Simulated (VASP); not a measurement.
# ReS2 in VASP: notebook

The runs below take ReS2 through single point, with LDA.

All numbers are computed with VASP 6.6.1; they aren't measurements. Logs are shortened: lines on timing, memory, paths and dates and some standing lists are left out, and cuts for length are marked.

**1. The cell of the first run**

The cell holds a sheet with vacuum, 24 atoms: a = 6.299 Å, b = 6.404 Å, c = 23.000 Å, α = 90.00°, β = 90.00°, γ = 61.23°.

**2. Single point, LDA**

Contents of INCAR:

```
  PREC = Accurate
  ENCUT = 520
  EDIFF = 1E-7
  ISMEAR = 0
  SIGMA = 0.01
  LREAL = Auto
  LASPH = T
  NELM = 100
  ALGO = Normal
  ISIF = 2
  LWAVE = F
  LCHARG = F
  GGA = CA
  NBANDS = 94
  LUSENCCL = F
```

Contents of KPOINTS:

```
Automatic mesh
0
Gamma
  4 4 1
```

Contents of POSCAR:

```
ReS2
1.0
    6.2991849590     -0.0061710578      0.0000000000
    3.0878868001      5.6102736789      0.0000000000
    0.0000000000      0.0000000000     23.0000000000
Re S
8 16
Direct
    0.1130287998      0.1969780309      0.3666203765
    0.2358341566      0.5715523585      0.3714496103
    0.6862881407      0.1701644103      0.3684373870
    0.6625101732      0.5987226192      0.3698326511
    0.6309335288      0.7269085171      0.6285504577
    0.7537389135      1.1014829686      0.6333796497
    1.2042574146      0.6997385557      0.6301673186
    1.1804794712      1.1282967671      0.6315625799
    0.8581604732      0.7883593739      0.3182166168
    0.3197427164      0.8194689448      0.3109366647
    0.0288323774      0.9491039355      0.4270277238
   -0.0085170226      0.4878209861      0.4368200448
    0.4908437521      0.9805698256      0.4198631723
    0.8186537495      0.3267619498      0.2937392349
    0.5291391217      0.4424964194      0.4445444240
    0.3584576400      0.2794569630      0.3013908672
    1.3759238618      1.3178913515      0.5801368122
    0.8379350208      1.3493573138      0.5729723056
    0.5470246151      1.4789921082      0.6890633968
    0.5083101069      1.0190045120      0.6986091043
    1.0086071519      1.5101018138      0.6817833586
    1.3376286919      0.8559648395      0.5554555471
    1.0481140142      0.9716994025      0.7062607442
    0.8752845133      0.8106402648      0.5631799516
```

Potentials or basis: VASP PAW LDA potentials, release 64 (Re, S).

Run with:

```sh
cat potpaw_LDA.64/Re/POTCAR potpaw_LDA.64/S/POTCAR > POTCAR
mpirun -np 1 vasp_std > vasp.out
```

OUTCAR:

```text
PREC = Accurate
   ENCUT = 520
   EDIFF = 1E-7
   ISMEAR = 0
   LREAL = Auto
   LASPH = T
   NELM = 100
   ISIF = 2
   GGA = CA

 ion  position               nearest neighbor table
   1  0.113  0.197  0.367-  12 2.30  14 2.34  11 2.35  16 2.39  13 2.43  10 2.48   4 2.77   3 2.78
                             2 2.86
   2  0.236  0.572  0.371-  16 2.30  15 2.34  10 2.35  12 2.39   9 2.43  11 2.48   3 2.76   4 2.78
                             1 2.86
   3  0.686  0.170  0.368-  15 2.33  14 2.34  11 2.35  16 2.40  13 2.41   9 2.44   4 2.68   2 2.76
                             1 2.78
   4  0.663  0.599  0.370-  14 2.33  15 2.34  10 2.36  12 2.40   9 2.42  13 2.43   3 2.68   1 2.77
                             2 2.78
   5  0.631  0.727  0.629-  20 2.30  22 2.34  19 2.35  24 2.39  21 2.43  18 2.48   8 2.76   7 2.78
                             6 2.86
   6  0.754  0.101  0.633-  24 2.30  23 2.34  18 2.35  20 2.39  17 2.43  19 2.48   7 2.77   8 2.78
                             5 2.86
   7  0.204  0.700  0.630-  23 2.33  22 2.34  19 2.36  24 2.40  21 2.42  17 2.43   8 2.68   6 2.77
                             5 2.78
   8  0.180  0.128  0.632-  22 2.33  23 2.34  18 2.35  20 2.40  17 2.41  21 2.44   7 2.68   5 2.76
                             6 2.78
   9  0.858  0.788  0.318-   4 2.42   2 2.43   3 2.44
  10  0.320  0.819  0.311-   2 2.35   4 2.36   1 2.48
  11  0.029  0.949  0.427-   3 2.35   1 2.35   2 2.48
  12  0.991  0.488  0.437-   1 2.30   2 2.39   4 2.40
  13  0.491  0.981  0.420-   3 2.41   1 2.43   4 2.43
  14  0.819  0.327  0.294-   4 2.33   1 2.34   3 2.34
[... 8 lines left out ...]
  23  0.048  0.972  0.706-   7 2.33   6 2.34   8 2.34
  24  0.875  0.811  0.563-   6 2.30   5 2.39   7 2.40

  LATTYP: Found a simple monoclinic cell.
 ALAT       =     6.2991879818
 B/A-ratio  =     3.6512642688
 C/A-ratio  =     1.0166265738
 COS(beta)  =    -0.4813283504

  Lattice vectors:

 A1 = (   6.2991849590,  -0.0061710578,   0.0000000000)
 A2 = (   0.0000000000,   0.0000000000,  23.0000000000)
 A3 = (  -3.0878868001,  -5.6102736789,   0.0000000000)

Analysis of symmetry for initial positions (statically):
=====================================================================
 Subroutine PRICEL returns:
 Original cell was already a primitive cell.

 Routine SETGRP: Setting up the symmetry group for a
 simple monoclinic supercell.

 Subroutine GETGRP returns: Found  2 space group operations
 (whereof  1 operations were pure point group operations)
 out of a pool of  4 trial point group operations.

The static configuration has the point symmetry C_1 .
 The point group associated with its full space group is S_2 .

Analysis of symmetry for dynamics (positions and initial velocities):
=====================================================================
 Subroutine PRICEL returns:
 Original cell was already a primitive cell.

 Routine SETGRP: Setting up the symmetry group for a
 simple monoclinic supercell.

 Subroutine GETGRP returns: Found  2 space group operations
 (whereof  1 operations were pure point group operations)
 out of a pool of  4 trial point group operations.

The dynamic configuration has the point symmetry C_1 .
 The point group associated with its full space group is S_2 .

 Subroutine INISYM returns: Found  2 space group operations
 (whereof  1 operations are pure point group operations),
 and found     1 'primitive' translations

----------------------------------------------------------------------------------------

                                     Primitive cell

  volume of cell :     813.2618

  direct lattice vectors                    reciprocal lattice vectors
     6.299184959 -0.006171058  0.000000000     0.158665144 -0.087329074  0.000000000
     3.087886800  5.610273679  0.000000000     0.000174525  0.178148366 -0.000000000
     0.000000000  0.000000000 23.000000000    -0.000000000  0.000000000  0.043478261

  length of vectors
     6.299187982  6.403921895 23.000000000     0.181110450  0.178148451  0.043478261

  position of ions in fractional coordinates (direct lattice)
     0.113028800  0.196978031  0.366620377
     0.235834157  0.571552358  0.371449610
     0.686288141  0.170164410  0.368437387
     0.662510173  0.598722619  0.369832651
     0.630933529  0.726908517  0.628550458
     0.753738914  0.101482969  0.633379650
[... 16 lines left out ...]
     0.048114014  0.971699403  0.706260744
     0.875284513  0.810640265  0.563179952

  ion indices of the primitive-cell ions
   primitive index   ion index
                 1           1
                 2           2
                 3           3
                 4           4
                 5           5
                 6           6
[... 16 lines left out ...]
                23          23
                24          24

----------------------------------------------------------------------------------------

 KPOINTS: Automatic mesh

Automatic generation of k-mesh.
 Grid dimensions read from file:
 generate k-points for:    4    4    1

 Generating k-lattice:

  Cartesian coordinates                     Fractional coordinates (reciprocal lattice)
     0.039666286 -0.021832268  0.000000000     0.250000000  0.000000000  0.000000000
     0.000043631  0.044537091 -0.000000000     0.000000000  0.250000000  0.000000000
    -0.000000000  0.000000000  0.043478261     0.000000000  0.000000000  1.000000000

  Length of vectors
     0.045277612  0.044537113  0.043478261

  Shift w.r.t. Gamma in fractional coordinates (k-lattice)
     0.000000000  0.000000000  0.000000000

 Subroutine IBZKPT returns following result:
 ===========================================

 Found     10 irreducible k-points:

 Following reciprocal coordinates:
            Coordinates               Weight
  0.000000  0.000000  0.000000      1.000000
  0.250000  0.000000  0.000000      2.000000
  0.500000  0.000000  0.000000      1.000000
  0.000000  0.250000  0.000000      2.000000
  0.250000  0.250000  0.000000      2.000000
  0.500000  0.250000  0.000000      2.000000
 -0.250000  0.250000  0.000000      2.000000
  0.000000  0.500000  0.000000      1.000000
  0.250000  0.500000  0.000000      2.000000
  0.500000  0.500000  0.000000      1.000000
   k-points           NKPTS =     10   k-points in BZ     NKDIM =     10   number of bands    NBANDS=     94
   number of dos      NEDOS =    301   number of ions     NIONS =     24
   total plane-waves  NPLWV = 414720
   dimension x,y,z NGX =    48 NGY =   48 NGZ =  180
   dimension x,y,z NGXF=    96 NGYF=   96 NGZF=  360
   ions per type =               8  16
   NGX,Y,Z   is equivalent  to a cutoff of  12.67, 12.46, 13.01 a.u.
   NGXF,Y,Z  is equivalent  to a cutoff of  25.34, 24.92, 26.02 a.u.
 SYSTEM =  unknown system
   PREC   = accura    normal or accurate (medium, high low for compatibility)
   ISTART =      0    job   : 0-new  1-cont  2-samecut
   ICHARG =      2    charge: 1-file 2-atom 10-const
   ISPIN  =      1    spin polarized calculation?
   LNONCOLLINEAR =      F non collinear calculations
   LSORBIT =      F    spin-orbit coupling
   LASPH  =      T    aspherical Exc in radial PAW
   ENCUT  =  520.0 eV  38.22 Ry    6.18 a.u.  11.71 11.91 42.76*2*pi/ulx,y,z
   NELM   =    100;   NELMIN=  2; NELMDL= -5     # of ELM steps
   EDIFF  = 0.1E-06   stopping-criterion for ELM
   LREAL  =      T    real-space projection
   EDIFFG = 0.1E-05   stopping-criterion for IOM
   NSW    =      0    number of steps for IOM
   IBRION =     -1    ionic relax: 0-MD 1-quasi-New 2-CG
   NFREE  =      0    steps in history (QN), initial steepest desc. (CG)
   ISIF   =      2    stress and relaxation
   ISYM   =      2    0-nonsym 1-usesym 2-fastsym
   POTIM  = 0.5000    time-step for ionic-motion
   TEBEG  =    0.0;   TEEND  =   0.0 temperature during run
   PSTRESS=    0.0 pullay stress
   NELECT =     152.0000    total number of electrons
   NUPDOWN=      -1.0000    fix difference up-down
   EMIN   =  10.00;   EMAX   =-10.00  energy-range for DOS
   EFERMI =   0.00;   METHOD = LEGACY
   ISMEAR =     0;   SIGMA  =   0.01  broadening in eV -4-tet -1-fermi 0-gaus
   EFERMI_NEDOS =   21; number of points for ismear=-14 and -15
   IALGO  =     38    algorithm
   IMIX   =      4    mixing-type and parameters
     AMIX     =   0.40;   BMIX     =  1.00
     AMIX_MAG =   1.60;   BMIX_MAG =  1.00
  volume/ion in A,a.u.               =      33.89       228.67
  Fermi-wavevector in a.u.,A,eV,Ry     =   0.936007  1.768797 11.920196  0.876110
  Thomas-Fermi vector in A             =   2.062973
   LORBIT       =      0    0 simple, 1 ext, 2 COOP (PROOUT), +10 PAW based schemes
   GGA     = CA    functional components
   LHFCALC =     F    Hartree Fock is set to
   AEXX    =    0.0000 exact exchange contribution
   IVDW    =     0    specifies the selected vdW correction
   LEPSILON=     F    determine dielectric tensor
   LRPA    =     F    only Hartree local field effects (RPA)
 non-spin polarized calculation
 Gauss-broadening in eV      SIGMA  =   0.01
  energy-cutoff  :      520.00
  volume of cell :      813.26
 maximum number of plane-waves:     21924
 NGX is ok and might be reduce to    48
   NGX = 23   NGY = 23   NGZ = 85

 number of electron     151.9999997 magnetization

 Free energy of the ion-electron system (eV)
  ---------------------------------------------------
  ext. energy  EPLUGINS =         0.00000000
  ---------------------------------------------------
  free energy    TOTEN  =      -200.02598412 eV

  energy without entropy =     -200.02598412  energy(sigma->0) =     -200.02598412

 E-fermi :   0.1629     XC(G=0):  -6.2066

 val. band max:        0.1014333510   @ k =   0.0000   0.0000   0.0000
 cond. band min:       1.4715271912   @ k =   0.0000   0.0000   0.0000
 fundamental gap:      1.3700938401
 Fermi energy:         0.1629159919

 k-point     1 :       0.0000    0.0000    0.0000
  band No.  band energies     occupation
      1     -14.9753      2.00000
      2     -14.8716      2.00000
      3     -13.4772      2.00000
      4     -13.3625      2.00000
      5     -13.0458      2.00000
      6     -13.0151      2.00000
[... 899 lines left out ...]
     87       2.5026      0.00000
     88       2.6579      0.00000
 [bands above 88 left out]

------------------------ aborting loop because EDIFF is reached ----------------------------------------

  FORCE on cell =-STRESS in cart. coord.  units (eV):
  Direction    XX          YY          ZZ          XY          YZ          ZX
  --------------------------------------------------------------------------------------
  -------------------------------------------------------------------------------------
  Total        2.6655955      2.7476352      2.5398035     -0.0444937     -0.0637583     -0.0001823
  in kB        5.2513925      5.4130159      5.0035742     -0.0876554     -0.1256080     -0.0003591
  external PRESSURE =       5.2226609 kB  Pullay stress =       0.0000000 kB

 VOLUME and BASIS-vectors are now :
 -----------------------------------------------------------------------------
  energy-cutoff  :      520.00
  volume of cell :      813.26
      direct lattice vectors                 reciprocal lattice vectors
     6.299184959 -0.006171058  0.000000000     0.158665144 -0.087329074  0.000000000
     3.087886800  5.610273679  0.000000000     0.000174525  0.178148366 -0.000000000
     0.000000000  0.000000000 23.000000000    -0.000000000  0.000000000  0.043478261

 POSITION                                       TOTAL-FORCE (eV/Angst)
 -----------------------------------------------------------------------------------
      1.32024      1.10440      8.43227         0.022807     -0.020108     -0.015909
      3.25045      3.20511      8.54334        -0.021748      0.024381      0.017285
      4.84850      0.95043      8.47406        -0.013449     -0.042142     -0.009299
      6.02206      3.35491      8.50615         0.014800      0.044622      0.011522
      6.21898      4.07426     14.45666         0.021748     -0.024381     -0.017285
      5.06131      0.56470     14.56773        -0.022807      0.020108      0.015909
[... 16 lines left out ...]
      3.30358      5.45120     16.24400        -0.001661     -0.001836      0.166313
      8.01674      4.54251     12.95314        -0.000701     -0.034907     -0.129010
 -----------------------------------------------------------------------------------
    total drift:                               -0.000532     -0.001881      0.000260

  FREE ENERGIE OF THE ION-ELECTRON SYSTEM (eV)
  ---------------------------------------------------
  free  energy   TOTEN  =      -200.0259841194 eV

  energy  without entropy=     -200.0259841194  energy(sigma->0) =     -200.02598412
```

Run time: 2.6 min. Hardware: 1 × NVIDIA H100 80GB with 1 thread of AMD EPYC 7R13 (Zen 3), shared host; peak memory 1.9 GiB.

Results:

```yaml
Free_energy: -200.0260 eV
Largest_force: 0.166 eV/Å
Band_gap_on_the_k_mesh: 1.37 eV
```

Forces in eV/Å, atoms in the order of the input:
```
Re   0.023 -0.020 -0.016
Re  -0.022  0.024  0.017
Re  -0.013 -0.042 -0.009
Re   0.015  0.045  0.012
Re   0.022 -0.024 -0.017
Re  -0.023  0.020  0.016
Re  -0.015 -0.045 -0.012
Re   0.013  0.042  0.009
S    0.005  0.010 -0.069
S   -0.004  0.045 -0.090
S    0.004 -0.047  0.091
S    0.001  0.035  0.129
S   -0.006 -0.009  0.070
S    0.002  0.002 -0.166
S    0.000 -0.001  0.165
S   -0.003 -0.033 -0.130
S    0.006  0.009 -0.070
S   -0.004  0.047 -0.091
S    0.004 -0.045  0.090
S    0.003  0.033  0.130
S   -0.005 -0.010  0.069
S    0.000  0.001 -0.165
S   -0.002 -0.002  0.166
S   -0.001 -0.035 -0.129
```

Caveat: spin-orbit coupling is left out, which moves the levels of the heavy elements.

(Continued in part 2 of 2.)
